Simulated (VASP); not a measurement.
SiC, 8 atoms in the cell. It takes space group P6_3mc (No. 186, hexagonal). The conventional cell has a = 3.076 Å, b = 3.076 Å, c = 10.071 Å, α = 90.00°, β = 90.00°, γ = 120.00°. Si (site symmetry 3m) has 4 C at 1.88 to 1.89 Å within 2.5 Å. Within 2.5 Å of Si (site symmetry 3m) lie 4 C at 1.88 to 1.89 Å. Within 2.5 Å of C (site symmetry 3m) lie 4 Si at 1.88 to 1.89 Å. Within 2.5 Å of C (site symmetry 3m) lie 4 Si at 1.88 to 1.89 Å. 

```yaml
Program: VASP 6.6.1
Task: relaxation of cell and atoms
Functional: PBEsol
Potentials_or_basis: VASP PAW PBE potentials, release 64 (Si, C)
Cutoff: 600 eV
k_mesh: 12 × 12 × 4
Occupations: gaussian, width 0.02 eV
Spin: no spin polarisation
Dipole_correction: no
Further_INCAR_settings: ALGO = Normal; EDIFF = 1e-06; IBRION = 2; EDIFFG = -0.005; NSW = 100; ISIF = 3
```

Potentials or basis: VASP PAW PBE potentials, release 64 (Si, C).

Run with:

```sh
$ cat potpaw_PBE.64/Si/POTCAR potpaw_PBE.64/C/POTCAR > POTCAR
$ mpirun -np 1 vasp_std > vasp.out
```

Hardware: 1 thread of Intel(R) Xeon(R) Platinum 8259CL CPU @ 2.50GHz (Skylake/Cascade Lake), on a shared host.

Task: Estimate the wall time of this run.

Result: Run time: 5.4 min on 1 thread of Intel(R) Xeon(R) Platinum 8259CL CPU @ 2.50GHz (Skylake/Cascade Lake) (shared host), peak memory 0.29 GiB. Counts: scf iterations 24, k points 57, ion steps 3.
